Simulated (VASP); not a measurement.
Write the native input for VASP 6.6.1 that does the following.

```yaml
Task: single point
Functional: PBE
Potentials_or_basis: VASP PAW PBE potentials, release 64 (O, H, C, N)
Cutoff: 520 eV
k_mesh: 1 × 1 × 1
Occupations: fermi-dirac, width 0.05 eV
Spin: no spin polarisation
Dipole_correction: no
Further_INCAR_settings: LREAL = Auto; ALGO = Normal; EDIFF = 1e-06; NBANDS = 61
```

The structure of H19C2NO8 lies in POSCAR:

```
H19C2NO8
1.0
    6.3027050000      0.0000000000      0.0000000000
    0.0000000000      6.3183980000      0.0000000000
    0.0000000000      0.0000000000      5.9774600000
O H C N
8 19 2 1
Direct
    0.1417327957      0.8875509267      0.7885289069
    0.0358258875      0.2460117264      0.7171273417
    0.1079853809      0.6119430906      0.5077909346
    0.4633566064      1.0364969095      0.6232245803
    0.7591661041     -0.0270005150      0.8734311898
    0.5240448347      0.7922736111      0.3366981962
    0.3773300511      0.3449450320      0.3767653820
    0.8957741160      0.8307960341      0.2040666102
    0.1764163165      0.7769374452      0.8955476072
    0.2885110441      0.9470280283      0.7463036139
    0.1543622937      0.1602463156      0.6612842244
    0.0290510186      0.3820430432      0.6422460376
    0.1156487572      0.7342209212      0.6286114838
    0.0110428776      0.6488986607      0.3878570496
    0.4187091098      1.1721642100      0.5430902089
    0.4863308690      0.9106580497      0.5131611086
    0.8786386163      0.0443941645      0.7933971955
    0.6316970253      0.0230754694      0.7905531781
    0.6701091039      0.8221704299      0.2842344407
    0.4242622810      0.7684542822      0.2143719908
    0.2785470683      0.4604806472      0.4242772014
    0.4471889451      0.3992784247      0.2447193289
    0.9323774475      0.9580118251      0.2781448977
    0.8328646192      0.8894184887      0.0518949520
    0.6082626428      0.4297924885      0.6003720644
    0.7810931973      0.5901495917      0.7575960358
    0.7148359316      0.3332173757      0.8568522416
    0.6623187980      0.4643423855      0.7673326128
    0.4841730654      0.5371298231      0.9009846992
    0.3448836650      0.5925077844      1.0155985987
```

The input as run:

INCAR

```
SYSTEM = H19C2NO8
ALGO = Normal ; EDIFF = 1E-6
ENCUT = 520 ; GGA = PE
ISIF = 2 ; ISMEAR = -1
LASPH = .True. ; LCHARG = .True.
LELF = .True. ; LREAL = Auto
LVHAR = .True. ; LWAVE = .False.
NBANDS = 61 ; NELM = 60
PREC = Accurate ; SIGMA = 0.05
```

KPOINTS

```
k-points
0
Gamma
  1 1 1
  0 0 0
```

Potentials or basis: VASP PAW PBE potentials, release 64 (O, H, C, N).

Run with:

```console
$ cat potpaw_PBE.64/O/POTCAR potpaw_PBE.64/H/POTCAR potpaw_PBE.64/C/POTCAR potpaw_PBE.64/N/POTCAR > POTCAR
$ mpirun -np 1 vasp_gam > vasp.out
```

Results of the run:

- Pressure: 10.8 GPa
- Largest force: 2.635 eV/Å
- Band gap on the k mesh: 5.24 eV

Caveat: the k points lie up to 1.05 Å⁻¹ apart.

Run time: 37 s on 1 thread of AMD EPYC 7R13 Processor (Zen 3), with other jobs on the host, peak memory 0.29 GiB.
